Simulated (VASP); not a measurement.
# CdCu3Mo (P4mm) in VASP: notebook

Runs on CdCu3Mo. Level: PBE. Tasks: single point, relaxation of cell and atoms.

Program: VASP 6.6.1. These are calculated values, not measurements. Logs are shortened: lines on timing, memory, paths and dates and some standing lists are left out, and cuts for length are marked.

## (1) The cell of the first run

Symmetry: P4mm, No. 99, tetragonal system. The conventional cell has a = 2.658 Å, b = 2.658 Å, c = 10.709 Å, α = 90.00°, β = 90.00°, γ = 90.00°. Cd (site symmetry 4mm) has 4 Cd at 2.66 Å and 8 Cu at 2.87 to 2.88 Å within 3.5 Å. Within 3.2 Å of Cu (site symmetry 4mm) lie 5 Cu at 2.40 to 2.66 Å and 4 Cd at 2.87 Å. Within 3.2 Å of Cu (site symmetry 4mm) lie 5 Cu at 2.40 to 2.66 Å and 4 Mo at 2.73 Å. Cu (site symmetry 4mm) has 4 Cu at 2.66 Å and 4 Mo at 2.73 Å and 4 Cd at 2.88 Å within 3.5 Å. Mo (site symmetry 4mm) has 4 Mo at 2.66 Å and 8 Cu at 2.73 Å within 3.5 Å.

## (2) Single point, PBE

INCAR reads:

```
  PREC = Accurate
  ENCUT = 520
  EDIFF = 1E-6
  ISMEAR = 0
  SIGMA = 0.2
  LREAL = F
  LASPH = T
  NELM = 80
  ALGO = Fast
  ISIF = 2
  LWAVE = F
  LCHARG = T
  GGA = PE
  LELF = T
  LVHAR = T
  NBANDS = 38
```

KPOINTS reads:

```
Automatic mesh
0
Gamma
  8 8 2
```

POSCAR reads:

```
CdCu3Mo
1.0
    2.6579316870      0.0000000000      0.0000000000
    0.0000000000      2.6579316870      0.0000000000
    0.0000000000      0.0000000000     10.7088680724
Cd Cu Mo
1 3 1
Direct
    0.5000000000      0.5000000000      0.3043372619
    1.0000000000      1.0000000000      0.5063424214
    0.0000000000      0.0000000000      0.7306163163
    1.0000000000      0.0000000000      0.1009470576
    0.5000000000      0.5000000000      0.9158466831
```

Potentials or basis: VASP PAW PBE potentials, release 64 (Cd, Cu, Mo_sv).

The run is started by

```bash
$ cat potpaw_PBE.64/Cd/POTCAR potpaw_PBE.64/Cu/POTCAR potpaw_PBE.64/Mo_sv/POTCAR > POTCAR
$ mpirun -np 1 vasp_std > vasp.out
```

OUTCAR:

```text
PREC = Accurate
   ENCUT = 520
   EDIFF = 1E-6
   ISMEAR = 0
   LREAL = F
   LASPH = T
   NELM = 80
   ISIF = 2
   GGA = PE

 ion  position               nearest neighbor table
   1  0.500  0.500  0.304-   2 2.87   2 2.87   2 2.87   2 2.87   4 2.88   4 2.88   4 2.88   4 2.88

   2  0.000  0.000  0.506-   3 2.40   1 2.87   1 2.87   1 2.87   1 2.87
   3  0.000  0.000  0.731-   2 2.40   5 2.73   5 2.73   5 2.73   5 2.73
   4  0.000  0.000  0.101-   5 2.73   5 2.73   5 2.73   5 2.73   1 2.88   1 2.88   1 2.88   1 2.88

   5  0.500  0.500  0.916-   4 2.73   4 2.73   4 2.73   4 2.73   3 2.73   3 2.73   3 2.73   3 2.73

  LATTYP: Found a simple tetragonal cell.
 ALAT       =     2.6579316870
 C/A-ratio  =     4.0290230651

  Lattice vectors:

 A1 = (   2.6579316870,   0.0000000000,   0.0000000000)
 A2 = (   0.0000000000,   2.6579316870,   0.0000000000)
 A3 = (   0.0000000000,   0.0000000000,  10.7088680724)

Analysis of symmetry for initial positions (statically):
=====================================================================
 Subroutine PRICEL returns:
 Original cell was already a primitive cell.

 Routine SETGRP: Setting up the symmetry group for a
 simple tetragonal supercell.

 Subroutine GETGRP returns: Found  8 space group operations
 (whereof  8 operations were pure point group operations)
 out of a pool of 16 trial point group operations.

The static configuration has the point symmetry C_4v.

Analysis of symmetry for dynamics (positions and initial velocities):
=====================================================================
 Subroutine PRICEL returns:
 Original cell was already a primitive cell.

 Routine SETGRP: Setting up the symmetry group for a
 simple tetragonal supercell.

 Subroutine GETGRP returns: Found  8 space group operations
 (whereof  8 operations were pure point group operations)
 out of a pool of 16 trial point group operations.

The dynamic configuration has the point symmetry C_4v.

 Subroutine INISYM returns: Found  8 space group operations
 (whereof  8 operations are pure point group operations),
 and found     1 'primitive' translations

----------------------------------------------------------------------------------------

                                     Primitive cell

  volume of cell :      75.6539

  direct lattice vectors                    reciprocal lattice vectors
     2.657931687  0.000000000  0.000000000     0.376232393  0.000000000  0.000000000
     0.000000000  2.657931687  0.000000000     0.000000000  0.376232393  0.000000000
     0.000000000  0.000000000 10.708868072     0.000000000  0.000000000  0.093380551

  length of vectors
     2.657931687  2.657931687 10.708868072     0.376232393  0.376232393  0.093380551

  position of ions in fractional coordinates (direct lattice)
     0.500000000  0.500000000  0.304337262
     0.000000000  0.000000000  0.506342421
     0.000000000  0.000000000  0.730616316
     0.000000000  0.000000000  0.100947058
     0.500000000  0.500000000  0.915846683

  ion indices of the primitive-cell ions
   primitive index   ion index
                 1           1
                 2           2
                 3           3
                 4           4
                 5           5

----------------------------------------------------------------------------------------

 KPOINTS: Automatic mesh

Automatic generation of k-mesh.
 Grid dimensions read from file:
 generate k-points for:    8    8    2

 Generating k-lattice:

  Cartesian coordinates                     Fractional coordinates (reciprocal lattice)
     0.047029049  0.000000000  0.000000000     0.125000000  0.000000000  0.000000000
     0.000000000  0.047029049  0.000000000     0.000000000  0.125000000  0.000000000
     0.000000000  0.000000000  0.046690275     0.000000000  0.000000000  0.500000000

  Length of vectors
     0.047029049  0.047029049  0.046690275

  Shift w.r.t. Gamma in fractional coordinates (k-lattice)
     0.000000000  0.000000000  0.000000000

 Subroutine IBZKPT returns following result:
 ===========================================

 Found     30 irreducible k-points:

 Following reciprocal coordinates:
            Coordinates               Weight
  0.000000  0.000000  0.000000      1.000000
  0.125000  0.000000  0.000000      4.000000
  0.250000  0.000000  0.000000      4.000000
  0.375000  0.000000  0.000000      4.000000
  0.500000  0.000000  0.000000      2.000000
  0.125000  0.125000  0.000000      4.000000
[... 16 lines left out ...]
  0.375000  0.125000  0.500000      8.000000
  0.500000  0.125000  0.500000      4.000000
 [... further k-points ...]
   k-points           NKPTS =     30   k-points in BZ     NKDIM =     30   number of bands    NBANDS=     38
   number of dos      NEDOS =    301   number of ions     NIONS =      5
   total plane-waves  NPLWV =  32000
   dimension x,y,z NGX =    20 NGY =   20 NGZ =   80
   dimension x,y,z NGXF=    40 NGYF=   40 NGZF=  160
   ions per type =               1   3   1
   NGX,Y,Z   is equivalent  to a cutoff of  12.51, 12.51, 12.42 a.u.
   NGXF,Y,Z  is equivalent  to a cutoff of  25.02, 25.02, 24.84 a.u.
 SYSTEM =  unknown system
   PREC   = accura    normal or accurate (medium, high low for compatibility)
   ISTART =      0    job   : 0-new  1-cont  2-samecut
   ICHARG =      2    charge: 1-file 2-atom 10-const
   ISPIN  =      1    spin polarized calculation?
   LNONCOLLINEAR =      F non collinear calculations
   LSORBIT =      F    spin-orbit coupling
   LASPH  =      T    aspherical Exc in radial PAW
   ENCUT  =  520.0 eV  38.22 Ry    6.18 a.u.   4.94  4.94 19.91*2*pi/ulx,y,z
   NELM   =     80;   NELMIN=  2; NELMDL= -5     # of ELM steps
   EDIFF  = 0.1E-05   stopping-criterion for ELM
   LREAL  =      F    real-space projection
   EDIFFG = 0.1E-04   stopping-criterion for IOM
   NSW    =      0    number of steps for IOM
   IBRION =     -1    ionic relax: 0-MD 1-quasi-New 2-CG
   NFREE  =      0    steps in history (QN), initial steepest desc. (CG)
   ISIF   =      2    stress and relaxation
   ISYM   =      2    0-nonsym 1-usesym 2-fastsym
   POTIM  = 0.5000    time-step for ionic-motion
   TEBEG  =    0.0;   TEEND  =   0.0 temperature during run
   PSTRESS=    0.0 pullay stress
   NELECT =      59.0000    total number of electrons
   NUPDOWN=      -1.0000    fix difference up-down
   EMIN   =  10.00;   EMAX   =-10.00  energy-range for DOS
   EFERMI =   0.00;   METHOD = LEGACY
   ISMEAR =     0;   SIGMA  =   0.20  broadening in eV -4-tet -1-fermi 0-gaus
   EFERMI_NEDOS =   21; number of points for ismear=-14 and -15
   IALGO  =     68    algorithm
   IMIX   =      4    mixing-type and parameters
     AMIX     =   0.40;   BMIX     =  1.00
     AMIX_MAG =   1.60;   BMIX_MAG =  1.00
  volume/ion in A,a.u.               =      15.13       102.11
  Fermi-wavevector in a.u.,A,eV,Ry     =   1.506891  2.847611 30.895018  2.270720
  Thomas-Fermi vector in A             =   2.617549
   LORBIT       =      0    0 simple, 1 ext, 2 COOP (PROOUT), +10 PAW based schemes
   GGA     = PE    functional components
   LHFCALC =     F    Hartree Fock is set to
   AEXX    =    0.0000 exact exchange contribution
   IVDW    =     0    specifies the selected vdW correction
   LEPSILON=     F    determine dielectric tensor
   LRPA    =     F    only Hartree local field effects (RPA)
 non-spin polarized calculation
 RMM-DIIS sequential band-by-band and
 Gauss-broadening in eV      SIGMA  =   0.20
  energy-cutoff  :      520.00
  volume of cell :       75.65
 maximum number of plane-waves:      2064
 NGX is ok and might be reduce to    20
   NGX =  9   NGY =  9   NGZ = 39

 number of electron      59.0000076 magnetization

 Free energy of the ion-electron system (eV)
  ---------------------------------------------------
  ext. energy  EPLUGINS =         0.00000000
  ---------------------------------------------------
  free energy    TOTEN  =       -21.28166536 eV

  energy without entropy =      -21.21862606  energy(sigma->0) =      -21.25014571

 E-fermi :   6.7087     XC(G=0): -12.1363

 val. band max:        6.7006350034   @ k =   0.3750   0.1250   0.5000
 cond. band min:       6.7502985377   @ k =   0.3750   0.3750   0.5000
 fundamental gap:      0.0496635343
 Fermi energy:         6.7086690284

 k-point     1 :       0.0000    0.0000    0.0000
  band No.  band energies     occupation
      1     -54.3114      2.00000
      2     -28.4104      2.00000
      3     -27.7386      2.00000
      4     -27.7386      2.00000
      5      -4.0469      2.00000
      6      -3.5733      2.00000
[... 30 lines left out ...]
     37      19.0966      0.00000
     38      19.0966      0.00000

 k-point     2 :       0.1250    0.0000    0.0000
  band No.  band energies     occupation
      1     -54.2894      2.00000
      2     -28.3886      2.00000
      3     -27.9248      2.00000
      4     -27.7226      2.00000
      5      -3.9141      2.00000
      6      -3.3082      2.00000
[... 30 lines left out ...]
     37      16.1719      0.00000
     38      18.3940      0.00000

 k-point     3 :       0.2500    0.0000    0.0000
  band No.  band energies     occupation
      1     -54.2357      2.00000
      2     -28.3589      2.00000
      3     -28.3357      2.00000
      4     -27.6836      2.00000
      5      -3.7251      2.00000
      6      -2.6578      2.00000
[... 30 lines left out ...]
     37      14.7302      0.00000
     38      14.9723      0.00000

 k-point     4 :       0.3750    0.0000    0.0000
  band No.  band energies     occupation
      1     -54.1813      2.00000
      2     -28.7738      2.00000
      3     -28.2821      2.00000
      4     -27.6443      2.00000
      5      -3.5797      2.00000
      6      -3.0927      2.00000
[... 30 lines left out ...]
     37      12.2905      0.00000
     38      14.7926      0.00000
[... 703 lines left out ...]
      4     -27.8646      2.00000
      5      -3.4159      2.00000
      6      -2.6250      2.00000
[... 30 lines left out ...]
     37      14.0726      0.00000
     38      16.3241      0.00000

 k-point    23 :       0.3750    0.1250    0.5000
  band No.  band energies     occupation
      1     -54.1598      2.00000
      2     -28.7504      2.00000
      3     -28.2619      2.00000
      4     -27.8220      2.00000
      5      -3.2550      2.00000
      6      -3.0439      2.00000
[... 30 lines left out ...]
     37      13.1012      0.00000
     38      14.0522      0.00000

 k-point    24 :       0.5000    0.1250    0.5000
  band No.  band energies     occupation
      1     -54.1372      2.00000
      2     -28.9161      2.00000
      3     -28.2398      2.00000
      4     -27.8042      2.00000
      5      -3.2030      2.00000
      6      -3.1920      2.00000
[... 30 lines left out ...]
     37      12.9972      0.00000
     38      14.4312      0.00000

 [... further k-points ...]
[... 5 lines left out ...]
  --------------------------------------------------------------------------------------
  -------------------------------------------------------------------------------------
  Total        0.3518176      0.3518176      0.3795691      0.0000000      0.0000000      0.0000000
  in kB        7.4506987      7.4506987      8.0384124      0.0000000      0.0000000      0.0000000
  external PRESSURE =       7.6466033 kB  Pullay stress =       0.0000000 kB

 VOLUME and BASIS-vectors are now :
 -----------------------------------------------------------------------------
  energy-cutoff  :      520.00
  volume of cell :       75.65
      direct lattice vectors                 reciprocal lattice vectors
     2.657931687  0.000000000  0.000000000     0.376232393  0.000000000  0.000000000
     0.000000000  2.657931687  0.000000000     0.000000000  0.376232393  0.000000000
     0.000000000  0.000000000 10.708868072     0.000000000  0.000000000  0.093380551

 POSITION                                       TOTAL-FORCE (eV/Angst)
 -----------------------------------------------------------------------------------
      1.32897      1.32897      3.25911        -0.000000     -0.000000      0.010665
      0.00000      0.00000      5.42235        -0.000000     -0.000000      0.000719
      0.00000      0.00000      7.82407        -0.000000      0.000000      0.009309
      0.00000      0.00000      1.08103         0.000000     -0.000000      0.011209
      1.32897      1.32897      9.80768        -0.000000      0.000000     -0.031902
 -----------------------------------------------------------------------------------
    total drift:                                0.000000      0.000000     -0.000506

  FREE ENERGIE OF THE ION-ELECTRON SYSTEM (eV)
  ---------------------------------------------------
  free  energy   TOTEN  =       -21.2816653595 eV

  energy  without entropy=      -21.2186260610  energy(sigma->0) =      -21.25014571
```

Wall time 97 s (1 thread of Intel Xeon 6975P-C, shared host); peak memory 0.23 GiB.

What came out:

| Item | Value |
| --- | --- |
| Free energy | -21.2817 eV |
| Pressure | 0.8 GPa |
| Largest force | 0.032 eV/Å |

Forces in eV/Å, atoms in the order of the input:
```
Cd   0.000  0.000  0.011
Cu   0.000  0.000  0.001
Cu   0.000  0.000  0.009
Cu   0.000  0.000  0.011
Mo   0.000  0.000 -0.032
```

Levels at points of the mesh, in eV from the Fermi level:
```csv
k point,band 26,band 27,band 28,band 29,band 30,band 31,band 32,band 33,band 34,band 35
"(0.00, 0.00, 0.00)",-1.98,-1.97,-1.97,-1.72,-1.33,-0.59,1.92,1.92,3.58,5.45
"(0.50, 0.00, 0.00)",-2.03,-1.91,-1.11,-1.01,-0.02,0.12,0.90,1.16,2.44,3.81
"(0.50, 0.50, 0.00)",-1.02,-1.02,1.68,1.76,1.76,4.50,4.50,5.18,5.18,5.60
"(0.00, 0.00, 0.50)",-1.98,-1.96,-1.96,-1.72,-1.18,0.12,1.92,1.92,3.58,4.39
"(0.50, 0.00, 0.50)",-1.91,-1.58,-1.51,-1.23,0.10,0.70,0.90,1.34,2.44,2.66
"(0.50, 0.50, 0.50)",-1.17,-1.17,1.68,2.20,2.20,3.38,3.38,5.57,5.61,6.06
```

## (3) Relaxation of cell and atoms, PBE

This run uses another cell than the first one, of 17.02 Å³/atom, 1.125 times its volume.

INCAR reads:

```
ALGO     = Normal         # electronic algorithm
EDIFF    = 1E-6           # SCF threshold, eV
EDIFFG   = -0.08          # ionic threshold
ENCUT    = 600            # plane-wave cutoff, eV
GGA      = PE             # functional
IBRION   = 2              # ionic algorithm
ISIF     = 3              # what is computed and relaxed
ISMEAR   = 0              # smearing method
LASPH    = True           # aspherical terms in the spheres
LCHARG   = False          # write CHGCAR
LREAL    = False          # projectors in reciprocal space
LWAVE    = False          # write WAVECAR
NELM     = 80             # most SCF steps
NSW      = 36             # ionic steps
PREC     = Accurate       # precision mode
SIGMA    = 0.2            # smearing width, eV
```

KPOINTS reads:

```
k-points
0
Gamma
  5 5 3
```

POSCAR reads:

```
CdCu3Mo
1.0
    3.6085233900      0.0000000000      0.0000000000
    0.0000000000      3.6085233900      0.0000000000
    0.0000000000      0.0000000000      6.5362768400
Cd Cu Mo
1 3 1
Direct
    0.5000000000      0.5000000000      0.2943437900
    0.0000000000      0.0000000000      0.4252895100
    0.0000000000      0.0000000000      0.7836063100
    0.0000000000      0.0000000000      0.0950123900
    0.5000000000      0.5000000000      0.9598377400
```

Potentials or basis: VASP PAW PBE potentials, release 64 (Cd, Cu, Mo_sv).

The run is started by

```bash
$ cat potpaw_PBE.64/Cd/POTCAR potpaw_PBE.64/Cu/POTCAR potpaw_PBE.64/Mo_sv/POTCAR > POTCAR
$ mpirun -np 1 vasp_std > vasp.out
```

Run time: 20 min. Hardware: 1 thread of Intel Xeon 6975P-C, shared host; peak memory 0.25 GiB.

Results (log left out):

```
Free energy                            : -21.1956 eV
Relaxed volume                         : 15.15 Å³/atom
Relaxed cell                           : a = 2.713 Å, b = 2.713 Å, c = 10.290 Å, α = 90.00°, β = 90.00°, γ = 90.00°
Space group after relaxing (to 0.05 Å) : P4mm (No. 99)
Energy gained by relaxing              : 1056.4 meV/atom
Ionic steps                            : 25
Pressure after relaxing                : -0.6 GPa
Largest force after relaxing           : 0.048 eV/Å
```

Forces on the atoms (eV/Å):
```
Cd   0.000  0.000 -0.006
Cu   0.000  0.000  0.048
Cu   0.000  0.000 -0.029
Cu   0.000  0.000 -0.041
Mo   0.000  0.000  0.028
```

Stress tensor (GPa, compression positive):
```
-0.62  0.00  0.00
 0.00 -0.62  0.00
 0.00  0.00 -0.71
```

Step by step:
| step | energy change (eV) | largest force (eV/Å) | pressure (GPa) | volume (Å³) |
| --- | --- | --- | --- | --- |
| 1 | 0.0000 | 10.2486 | 16.00 | 85.11 |
| 2 | -1.9203 | 0.9084 | -11.75 | 104.40 |
| 3 | -2.1824 | 0.8598 | -12.07 | 102.25 |
| 4 | -2.3852 | 0.8579 | -12.13 | 100.45 |
| 5 | -2.9064 | 0.7913 | -9.08 | 93.03 |
| 6 | -2.9020 | 0.8857 | -7.56 | 91.72 |
| 7 | -2.9105 | 0.8324 | -8.43 | 92.43 |
| 8 | -3.3956 | 1.3286 | 0.64 | 82.26 |
| 9 | -3.4071 | 1.4594 | 2.96 | 80.63 |
| 10 | -3.6533 | 1.1103 | 2.34 | 80.06 |
| 11 | -4.0959 | 1.2150 | 2.91 | 77.76 |
| 12 | -4.2926 | 1.1092 | 0.91 | 78.55 |
| 13 | -4.6822 | 1.5057 | -2.95 | 80.18 |
| 14 | -4.0208 | 3.1891 | -5.63 | 80.40 |
| 15 | -4.6629 | 1.8571 | -3.18 | 80.44 |
| 16 | -4.9794 | 1.4629 | -2.45 | 78.86 |
| 17 | -5.1057 | 1.2868 | -1.46 | 77.12 |
| 18 | -5.2009 | 0.9171 | 0.40 | 75.98 |
| 19 | -5.2304 | 0.5127 | 2.74 | 74.77 |
| 20 | -5.2585 | 0.3095 | -1.03 | 76.69 |
| 21 | -5.2590 | 0.3041 | -0.70 | 76.47 |
| 22 | -5.2714 | 0.1665 | -0.37 | 76.12 |
| 23 | -5.2780 | 0.2323 | 0.17 | 75.64 |
| 24 | -5.2815 | 0.1043 | -0.35 | 75.71 |
| 25 | -5.2820 | 0.0478 | -0.65 | 75.76 |

Final structure:
```yaml
crystal:
  lattice:
    - [2.71342, 0.00000, 0.00000]
    - [0.00000, 2.71342, 0.00000]
    - [0.00000, 0.00000, 10.28966]
  atoms:
    - { symbol: Cd, position: [0.50000, 0.50000, 0.30432] }
    - { symbol: Cu, position: [0.00000, 0.00000, 0.50178] }
    - { symbol: Cu, position: [0.00000, 0.00000, 0.73306] }
    - { symbol: Cu, position: [0.00000, 0.00000, 0.10269] }
    - { symbol: Mo, position: [0.50000, 0.50000, 0.91623] }
```

Levels at points of the mesh, in eV from the Fermi level:
```tsv
k point	band 26	band 27	band 28	band 29	band 30	band 31	band 32	band 33	band 34	band 35
(0.00, 0.00, 0.00)	-2.13	-2.11	-2.07	-1.92	-0.93	0.00	1.92	1.92	3.55	6.43
```

Caveat: the relaxation stopped at a loose force limit of 0.08 eV/Å, so its end isn't a converged minimum.

[end of part 1 of 2]
